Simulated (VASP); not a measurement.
# W (Pm-3m) in VASP: notebook, part 2 of 3

VASP 6.6.1.

## Step 3: Single point, RPBE

This run uses another cell than the first one, of 18.61 Å³/atom, 1.042 times its volume.

The input, INCAR:

```
ALGO = Normal ; EDIFF = 1E-6
ENCUT = 520 ; GGA = RP
ISIF = 2 ; ISMEAR = -1
LASPH = True ; LCHARG = True
LELF = True ; LREAL = False
LVHAR = True ; LWAVE = False
NBANDS = 13 ; NELM = 80
PREC = Accurate ; SIGMA = 0.1
```

The input, KPOINTS:

```
k-points
0
Gamma
  12 12 12
```

The input, POSCAR:

```
W
1.0
    2.6500804668      0.0000000000      0.0000000000
    0.0000000000      2.6500804668      0.0000000000
    0.0000000000      0.0000000000      2.6500804668
W
1
Direct
    0.0000000000      0.0000000000      0.0000000000
```

Potentials or basis: VASP PAW PBE potentials, release 64 (W_sv).

Command:

```console
$ cat potpaw_PBE.64/W_sv/POTCAR > POTCAR
$ mpirun -np 1 vasp_std > vasp.out
```

OUTCAR:

```text
EDIFF = 1E-6
   ENCUT = 520
   GGA = RP
   ISIF = 2
   ISMEAR = -1
   LASPH = True
   LREAL = False
   NELM = 80
   PREC = Accurate

 ion  position               nearest neighbor table
   1  0.000  0.000  0.000-

  LATTYP: Found a simple cubic cell.
 ALAT       =     2.6500804668

  Lattice vectors:

 A1 = (   2.6500804668,   0.0000000000,   0.0000000000)
 A2 = (   0.0000000000,   2.6500804668,   0.0000000000)
 A3 = (   0.0000000000,   0.0000000000,   2.6500804668)

Analysis of symmetry for initial positions (statically):
=====================================================================
 Subroutine PRICEL returns:
 Original cell was already a primitive cell.

 Routine SETGRP: Setting up the symmetry group for a
 simple cubic supercell.

 Subroutine GETGRP returns: Found 48 space group operations
 (whereof 48 operations were pure point group operations)
 out of a pool of 48 trial point group operations.

The static configuration has the point symmetry O_h .

Analysis of symmetry for dynamics (positions and initial velocities):
=====================================================================
 Subroutine PRICEL returns:
 Original cell was already a primitive cell.

 Routine SETGRP: Setting up the symmetry group for a
 simple cubic supercell.

 Subroutine GETGRP returns: Found 48 space group operations
 (whereof 48 operations were pure point group operations)
 out of a pool of 48 trial point group operations.

The dynamic configuration has the point symmetry O_h .

 Subroutine INISYM returns: Found 48 space group operations
 (whereof 48 operations are pure point group operations),
 and found     1 'primitive' translations

----------------------------------------------------------------------------------------

                                     Primitive cell

  volume of cell :      18.6113

  direct lattice vectors                    reciprocal lattice vectors
     2.650080467  0.000000000  0.000000000     0.377347032  0.000000000  0.000000000
     0.000000000  2.650080467  0.000000000     0.000000000  0.377347032  0.000000000
     0.000000000  0.000000000  2.650080467     0.000000000  0.000000000  0.377347032

  length of vectors
     2.650080467  2.650080467  2.650080467     0.377347032  0.377347032  0.377347032

  position of ions in fractional coordinates (direct lattice)
     0.000000000  0.000000000  0.000000000

  ion indices of the primitive-cell ions
   primitive index   ion index
                 1           1

----------------------------------------------------------------------------------------

 KPOINTS: k-points

Automatic generation of k-mesh.
 Grid dimensions read from file:
 generate k-points for:   12   12   12

 Generating k-lattice:

  Cartesian coordinates                     Fractional coordinates (reciprocal lattice)
     0.031445586  0.000000000  0.000000000     0.083333333  0.000000000  0.000000000
     0.000000000  0.031445586  0.000000000     0.000000000  0.083333333  0.000000000
     0.000000000  0.000000000  0.031445586     0.000000000  0.000000000  0.083333333

  Length of vectors
     0.031445586  0.031445586  0.031445586

  Shift w.r.t. Gamma in fractional coordinates (k-lattice)
     0.000000000  0.000000000  0.000000000

 Subroutine IBZKPT returns following result:
 ===========================================

 Found     84 irreducible k-points:

 Following reciprocal coordinates:
            Coordinates               Weight
  0.000000  0.000000  0.000000      1.000000
  0.083333  0.000000  0.000000      6.000000
  0.166667  0.000000  0.000000      6.000000
  0.250000  0.000000  0.000000      6.000000
  0.333333  0.000000  0.000000      6.000000
  0.416667  0.000000  0.000000      6.000000
[... 16 lines left out ...]
  0.333333  0.333333  0.000000     12.000000
  0.416667  0.333333  0.000000     24.000000
 [... further k-points ...]
   k-points           NKPTS =     84   k-points in BZ     NKDIM =     84   number of bands    NBANDS=     13
   number of dos      NEDOS =    301   number of ions     NIONS =      1
   total plane-waves  NPLWV =   8000
   dimension x,y,z NGX =    20 NGY =   20 NGZ =   20
   dimension x,y,z NGXF=    40 NGYF=   40 NGZF=   40
   ions per type =               1
   NGX,Y,Z   is equivalent  to a cutoff of  12.55, 12.55, 12.55 a.u.
   NGXF,Y,Z  is equivalent  to a cutoff of  25.09, 25.09, 25.09 a.u.
 SYSTEM =  unknown system
   PREC   = accura    normal or accurate (medium, high low for compatibility)
   ISTART =      0    job   : 0-new  1-cont  2-samecut
   ICHARG =      2    charge: 1-file 2-atom 10-const
   ISPIN  =      1    spin polarized calculation?
   LNONCOLLINEAR =      F non collinear calculations
   LSORBIT =      F    spin-orbit coupling
   LASPH  =      T    aspherical Exc in radial PAW
   ENCUT  =  520.0 eV  38.22 Ry    6.18 a.u.   4.93  4.93  4.93*2*pi/ulx,y,z
   NELM   =     80;   NELMIN=  2; NELMDL= -5     # of ELM steps
   EDIFF  = 0.1E-05   stopping-criterion for ELM
   LREAL  =      F    real-space projection
[... 7 lines left out ...]
   TEBEG  =    0.0;   TEEND  =   0.0 temperature during run
   PSTRESS=    0.0 pullay stress
   NELECT =      14.0000    total number of electrons
   NUPDOWN=      -1.0000    fix difference up-down
   EMIN   =  10.00;   EMAX   =-10.00  energy-range for DOS
   EFERMI =   0.00;   METHOD = LEGACY
   ISMEAR =    -1;   SIGMA  =   0.10  broadening in eV -4-tet -1-fermi 0-gaus
   EFERMI_NEDOS =   21; number of points for ismear=-14 and -15
   IALGO  =     38    algorithm
   IMIX   =      4    mixing-type and parameters
     AMIX     =   0.40;   BMIX     =  1.00
     AMIX_MAG =   1.60;   BMIX_MAG =  1.00
  volume/ion in A,a.u.               =      18.61       125.60
  Fermi-wavevector in a.u.,A,eV,Ry     =   1.488876  2.813567 30.160727  2.216751
  Thomas-Fermi vector in A             =   2.601855
   LORBIT       =      0    0 simple, 1 ext, 2 COOP (PROOUT), +10 PAW based schemes
   GGA     = RP    functional components
   LHFCALC =     F    Hartree Fock is set to
   AEXX    =    0.0000 exact exchange contribution
   IVDW    =     0    specifies the selected vdW correction
   LEPSILON=     F    determine dielectric tensor
   LRPA    =     F    only Hartree local field effects (RPA)
 non-spin polarized calculation
  energy-cutoff  :      520.00
  volume of cell :       18.61
 maximum number of plane-waves:       516
 NGX is ok and might be reduce to    20
   NGX =  9   NGY =  9   NGZ =  9

 number of electron      13.9999996 magnetization

 Free energy of the ion-electron system (eV)
  ---------------------------------------------------
  ext. energy  EPLUGINS =         0.00000000
  ---------------------------------------------------
  free energy    TOTEN  =       -11.00626529 eV

  energy without entropy =      -10.98710126  energy(sigma->0) =      -10.99668327

 E-fermi :   9.2425     XC(G=0): -12.5503

 val. band max:        8.9812396280   @ k =   0.3333   0.3333   0.1667
 cond. band min:       9.2747611391   @ k =   0.4167   0.3333   0.1667
 fundamental gap:      0.2935215111
 Fermi energy:         9.2424584830

 k-point     1 :       0.0000    0.0000    0.0000
  band No.  band energies     occupation
      1     -64.9074      2.00000
      2     -28.5387      2.00000
      3     -28.5386      2.00000
      4     -28.5386      2.00000
      5       0.7619      2.00000
      6       4.9999      2.00000
      7       4.9999      2.00000
      8      13.8481      0.00000
      9      13.8481      0.00000
     10      13.8481      0.00000
     11      23.7508      0.00000
     12      23.7508      0.00000
     13      23.7508      0.00000

 k-point     2 :       0.0833    0.0000    0.0000
  band No.  band energies     occupation
      1     -64.9013      2.00000
      2     -28.6250      2.00000
      3     -28.5315      2.00000
      4     -28.5315      2.00000
      5       0.9813      2.00000
      6       5.0566      2.00000
      7       5.2298      2.00000
      8      13.4904      0.00000
      9      13.4904      0.00000
     10      13.8731      0.00000
     11      22.6120      0.00000
[... 339 lines left out ...]
 k-point    24 :       0.4167    0.3333    0.0000
  band No.  band energies     occupation
      1     -64.7582      2.00000
      2     -29.5478      2.00000
      3     -29.3171      2.00000
      4     -28.3604      2.00000
      5       4.6911      2.00000
      6       5.9128      2.00000
      7      10.5238      0.00001
      8      10.8914      0.00000
      9      11.5514      0.00000
     10      12.2990      0.00000
     11      18.1736      0.00000
     12      22.7308      0.00000
     13      25.5871      0.00000

 [... further k-points ...]

------------------------ aborting loop because EDIFF is reached ----------------------------------------

  FORCE on cell =-STRESS in cart. coord.  units (eV):
  Direction    XX          YY          ZZ          XY          YZ          ZX
  --------------------------------------------------------------------------------------
  -------------------------------------------------------------------------------------
  Total        0.0537076      0.0537076      0.0537076      0.0000000     -0.0000000      0.0000000
  in kB        4.6234777      4.6234777      4.6234777      0.0000000     -0.0000000      0.0000000
  external PRESSURE =       4.6234777 kB  Pullay stress =       0.0000000 kB

 VOLUME and BASIS-vectors are now :
 -----------------------------------------------------------------------------
  energy-cutoff  :      520.00
  volume of cell :       18.61
      direct lattice vectors                 reciprocal lattice vectors
     2.650080467  0.000000000  0.000000000     0.377347032  0.000000000  0.000000000
     0.000000000  2.650080467  0.000000000     0.000000000  0.377347032  0.000000000
     0.000000000  0.000000000  2.650080467     0.000000000  0.000000000  0.377347032

 POSITION                                       TOTAL-FORCE (eV/Angst)
 -----------------------------------------------------------------------------------
      0.00000      0.00000      0.00000         0.000000      0.000000      0.000000
 -----------------------------------------------------------------------------------
    total drift:                                0.000000      0.000000      0.000000

  FREE ENERGIE OF THE ION-ELECTRON SYSTEM (eV)
  ---------------------------------------------------
  free  energy   TOTEN  =       -11.0062652879 eV

  energy  without entropy=      -10.9871012615  energy(sigma->0) =      -10.99668327
```

stdout:

```text
POSCAR found type information on POSCAR W
 POSCAR found :  1 types and       1 ions
 scaLAPACK will be used
 -----------------------------------------------------------------------------
|                                                                             |
|                                                                             |
|     You enforced a specific xc type in the INCAR file but a different       |
|     I HOPE YOU KNOW WHAT YOU ARE DOING!                                     |
|                                                                             |
 -----------------------------------------------------------------------------

 LDA part: xc-table for (Slater+PW92), standard interpolation
 POSCAR, INCAR and KPOINTS ok, starting setup
 FFT: planning ... GRIDC
 FFT: planning ... GRID_SOFT
 FFT: planning ... GRID
 WAVECAR not read
 entering main loop
```

Wall time 6.6 s (1 thread of Intel Xeon 6975P-C, shared host); peak memory 0.14 GiB.

What came out:

* Free energy: -11.0063 eV
* Pressure: 0.5 GPa
* Band gap on the k mesh: zero (band 7 reaches 11.00 eV, above the bottom of band 8 at 8.58 eV)

Caveat: the PAW data sets were made with another functional, which shifts forces and pressure a little; spin-orbit coupling is left out, which moves the levels of the heavy elements.

## Step 4: Single point, RPBE

This run uses another cell than the first one, of 18.61 Å³/atom, 1.042 times its volume.

The input, INCAR:

```
SYSTEM = W
PREC = Accurate ; ENCUT = 520
EDIFF = 1E-7 ; ISMEAR = -1
SIGMA = 0.1 ; LREAL = .FALSE.
LASPH = .TRUE. ; NELM = 80
ALGO = Normal ; ISIF = 2
LWAVE = .FALSE. ; LCHARG = .FALSE.
GGA = RP ; NBANDS = 13
```

The input, KPOINTS:

```
regular mesh
0
G
  13 13 13
  0 0 0
```

POSCAR is that of step 3.

Potentials or basis: VASP PAW PBE potentials, release 64 (W_sv).

Command:

```console
$ cat potpaw_PBE.64/W_sv/POTCAR > POTCAR
$ mpirun -np 1 vasp_std > vasp.out
```

OUTCAR:

```text
SYSTEM = W
   PREC = Accurate
   ENCUT = 520
   EDIFF = 1E-7
   ISMEAR = -1
   LREAL = .FALSE.
   LASPH = .TRUE.
   NELM = 80
   ISIF = 2
   GGA = RP

 ion  position               nearest neighbor table
   1  0.000  0.000  0.000-

  LATTYP: Found a simple cubic cell.
 ALAT       =     2.6500804668

  Lattice vectors:

 A1 = (   2.6500804668,   0.0000000000,   0.0000000000)
 A2 = (   0.0000000000,   2.6500804668,   0.0000000000)
 A3 = (   0.0000000000,   0.0000000000,   2.6500804668)

Analysis of symmetry for initial positions (statically):
=====================================================================
 Subroutine PRICEL returns:
 Original cell was already a primitive cell.

 Routine SETGRP: Setting up the symmetry group for a
 simple cubic supercell.

 Subroutine GETGRP returns: Found 48 space group operations
 (whereof 48 operations were pure point group operations)
 out of a pool of 48 trial point group operations.

The static configuration has the point symmetry O_h .

Analysis of symmetry for dynamics (positions and initial velocities):
[... 169 lines left out ...]
      4     -28.5337      2.00000
      5       0.7612      2.00000
      6       4.9986      2.00000
      7       4.9986      2.00000
      8      13.8499      0.00000
      9      13.8499      0.00000
     10      13.8499      0.00000
     11      23.7504      0.00000
     12      23.7504      0.00000
     13      23.7504      0.00000
[... 354 lines left out ...]
  band No.  band energies     occupation
      1     -64.7633      2.00000
      2     -29.4902      2.00000
      3     -29.2397      2.00000
      4     -28.3692      2.00000
      5       4.8471      2.00000
      6       5.8605      2.00000
      7       9.8482      0.00740
      8      10.9880      0.00000
      9      11.5521      0.00000
     10      11.7284      0.00000
     11      18.6470      0.00000
     12      22.5105      0.00000
     13      26.0669      0.00000

 [... further k-points ...]

------------------------ aborting loop because EDIFF is reached ----------------------------------------

  FORCE on cell =-STRESS in cart. coord.  units (eV):
  Direction    XX          YY          ZZ          XY          YZ          ZX
  --------------------------------------------------------------------------------------
  -------------------------------------------------------------------------------------
  Total       -0.0070434     -0.0070434     -0.0070434      0.0000000     -0.0000000      0.0000000
  in kB       -0.6063429     -0.6063429     -0.6063429      0.0000000     -0.0000000      0.0000000
  external PRESSURE =      -0.6063429 kB  Pullay stress =       0.0000000 kB

 VOLUME and BASIS-vectors are now :
 -----------------------------------------------------------------------------
  energy-cutoff  :      520.00
  volume of cell :       18.61
      direct lattice vectors                 reciprocal lattice vectors
     2.650080467  0.000000000  0.000000000     0.377347032  0.000000000  0.000000000
     0.000000000  2.650080467  0.000000000     0.000000000  0.377347032  0.000000000
     0.000000000  0.000000000  2.650080467     0.000000000  0.000000000  0.377347032

 POSITION                                       TOTAL-FORCE (eV/Angst)
 -----------------------------------------------------------------------------------
      0.00000      0.00000      0.00000         0.000000      0.000000      0.000000
 -----------------------------------------------------------------------------------
    total drift:                                0.000000      0.000000      0.000000

  FREE ENERGIE OF THE ION-ELECTRON SYSTEM (eV)
  ---------------------------------------------------
  free  energy   TOTEN  =       -10.9860510362 eV

  energy  without entropy=      -10.9584342844  energy(sigma->0) =      -10.97224266
```

stdout:

```text
POSCAR found type information on POSCAR W
 POSCAR found :  1 types and       1 ions
 scaLAPACK will be used
 -----------------------------------------------------------------------------
|                                                                             |
|                                                                             |
|     You enforced a specific xc type in the INCAR file but a different       |
|     I HOPE YOU KNOW WHAT YOU ARE DOING!                                     |
|                                                                             |
 -----------------------------------------------------------------------------

 LDA part: xc-table for (Slater+PW92), standard interpolation
 POSCAR, INCAR and KPOINTS ok, starting setup
 FFT: planning ... GRIDC
 FFT: planning ... GRID_SOFT
 FFT: planning ... GRID
 WAVECAR not read
 entering main loop
```

Wall time 8 s (1 thread of Intel Xeon 6975P-C, shared host); peak memory 0.13 GiB.

What came out:

```yaml
Free_energy: -10.9861 eV
Pressure: -0.1 GPa
Band_gap_on_the_k_mesh: zero (band 7 reaches 11.08 eV, above the bottom of band 8 at 8.56 eV)
```

Caveat: the PAW data sets were made with another functional, which shifts forces and pressure a little; spin-orbit coupling is left out, which moves the levels of the heavy elements.

(Part 2 of 3 ends here.)
